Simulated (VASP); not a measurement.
Runs of VASP 6.6.1 on BiTe. The structure is that of space group Fm-3m (No. 225), or close to it. The cells are those of the table. 

```csv
cell,smearing,gap on the mesh (eV),pressure (GPa)
"a = 4.601 Å, angles 60.0°, 2 atoms",fermi-dirac 0.05 eV,none,-3.5
"a = 4.180 Å, angles 60.0°, 2 atoms",fermi-dirac 0.05 eV,none,20.3
"a = 4.271 Å, angles 60.0°, 2 atoms",fermi-dirac 0.05 eV,none,12.2
"a = 3.526 Å, angles 60.0°, 2 atoms",fermi-dirac 0.05 eV,none,(a)
"a = 4.271 Å, angles 60.0°, 2 atoms",methfessel-paxton 0.005 eV,none,12.2
```

Alike in all rows: task single point; level LDA; potentials or basis VASP PAW LDA potentials, release 64 (Bi_d, Te); no spin polarisation; k mesh 10 × 10 × 10; cutoff (eV) 520.

Question: Fill in the values left out.

Answer: (a) 211.0.

Caveats: spin-orbit coupling is left out, which moves the levels of the heavy elements; the cell stands under pressure (at least some runs); the cell stands under tension (at least some runs).

A k mesh can miss the band edges, and the runs leave out spin-orbit coupling on Bi, Te.

A gap of «none» marks levels without a gap at the run's occupations.
